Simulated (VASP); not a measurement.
Set up this calculation in VASP 6.6.1, as the native input.

| Item | Value |
| --- | --- |
| Task | single point |
| Functional | PBEsol |
| Potentials or basis | VASP PAW PBE potentials, release 64 (Zr_sv, B) |
| Cutoff | 520 eV |
| k mesh | 10 × 10 × 10 |
| Occupations | fermi-dirac, width 0.05 eV |
| Spin | no spin polarisation |
| Hubbard terms | Zr d U = 8.0 eV |
| Dipole correction | no |
| Further INCAR settings | ALGO = Normal; EDIFF = 1e-06; NBANDS = 14 |

The structure of ZrB lies in POSCAR:

```
ZrB
1.0
    0.0000000000      2.3250000000      2.3250000000
    2.3250000000      0.0000000000      2.3250000000
    2.3250000000      2.3250000000      0.0000000000
Zr B
1 1
Direct
    0.0000000000      0.0000000000      0.0000000000
    0.5000000000      0.5000000000      0.5000000000
```

The input as run:

INCAR

```
SYSTEM = ZrB
  PREC = Accurate
  ENCUT = 520
  EDIFF = 1E-6
  ISMEAR = -1
  SIGMA = 0.05
  LREAL = .False.
  LASPH = .True.
  NELM = 150
  ALGO = Normal
  ISIF = 2
  LWAVE = .False.
  LCHARG = .False.
  LMAXMIX = 4
  LDAU = .True.
  LDAUTYPE = 2
  LDAUL = 2 -1
  LDAUU = 8 0
  LDAUJ = 0 0
  LDAUPRINT = 1
  GGA = PS
  NBANDS = 14
```

KPOINTS

```
regular mesh
0
Gamma
  10 10 10
  0 0 0
```

Potentials or basis: VASP PAW PBE potentials, release 64 (Zr_sv, B).

Launch:

```console
$ cat potpaw_PBE.64/Zr_sv/POTCAR potpaw_PBE.64/B/POTCAR > POTCAR
$ mpirun -np 1 vasp_std > vasp.out
```

It gave:

The pressure is 56.8 GPa and the band gap on the k mesh is zero (an odd number of electrons rules out a gap without spin polarisation).

Caveat: the cell stands under pressure; the PAW data sets were made with another functional, which shifts forces and pressure a little; U without spin polarisation on a metal has little footing; the U is typed as a test and isn't derived for this compound.

Run time: 18 s on 1 thread of Intel Xeon 8259CL, with other jobs on the host, peak memory 0.15 GiB.
